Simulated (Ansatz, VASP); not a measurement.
## CuO: VASP beside Ansatz

```
CELL_PARAMETERS angstrom
2.34185 -1.71130 0.00000
2.34185 1.71130 0.00000
-0.85003 0.00000 5.05787
ATOMIC_POSITIONS crystal
Cu 0.50000 0.00000 0.50000
Cu 0.00000 0.50000 0.00000
O 0.41840 0.58160 0.75000
O 0.58160 0.41840 0.25000
```

Alike in both runs: functional PBEsol; k mesh 8 × 8 × 6; occupations fermi-dirac, width 0.05 eV; no spin polarisation.

|  | VASP | Ansatz |
| --- | --- | --- |
| version | VASP 6.6.1 | Ansatz 0.2.0 |
| potentials or method | VASP PAW PBE potentials, release 64 (Cu, O) | Ansatz PAW |
| plane-wave cutoff (eV) | 520 | 420 |
| valence electrons in the cell | 34 | 50 |
| task | single point | density of states |

```csv
,VASP,Ansatz,Ansatz less VASP
gap on the k mesh at the Fermi level (eV),none,none,-
pressure (GPa),-2.0,-2.7,-0.65
"traceless stress, the component that is largest in VASP (GPa)",2.15,2.51,+0.364
rms of the force components (eV/Å),0.133,0.149,+0.0167
```

VASP's potentials were made for PBE, not for PBEsol. Atom by atom the forces differ by 0.017 eV/Å (rms over components). A gap of «none» marks a metal or a gap that the smearing closes. With one functional, cell and mesh, what is left measures potentials, basis and numerics. VASP's potentials hold 34 valence electrons a cell and Ansatz's 50, so a difference there can come from the potentials and not from the codes.
